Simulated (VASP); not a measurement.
# Ge3Pd: single point with PBE

The system is Ge3Pd.

```
Pd Ge
1.0
     4.11422    0.00000    0.00000
     0.00000    4.11422    0.00000
     0.00000    0.00000    4.11422
Pd Ge
1 3
Direct
  0.00000 0.00000 0.00000
  0.50000 0.50000 0.00000
  0.50000 0.00000 0.50000
  0.00000 0.50000 0.50000
```

```json
{
 "Program": "VASP 6.6.1",
 "Task": "single point",
 "Functional": "PBE",
 "Potentials or basis": "VASP PAW PBE potentials, release 64 (Pd, Ge_d)",
 "Cutoff": "520 eV",
 "k mesh": "7 × 7 × 7",
 "Occupations": "fermi-dirac, width 0.05 eV",
 "Spin": "no spin polarisation"
}
```

| Item | Value |
| --- | --- |
| Pressure | 1.7 GPa |
| Band gap on the k mesh | zero (bands 26 and 27 overlap by 1.60 eV) |

Levels at points of the mesh, in eV from the Fermi level:
```
           k point  band 24  band 25  band 26  band 27  band 28  band 29
(0.00, 0.00, 0.00)    -2.74    -1.57    -1.57     0.83     3.00     3.00
```

Run time: 16 s on 1 thread of Intel(R) Xeon(R) 6975P-C (Granite Rapids), on a shared host, peak memory 0.19 GiB.
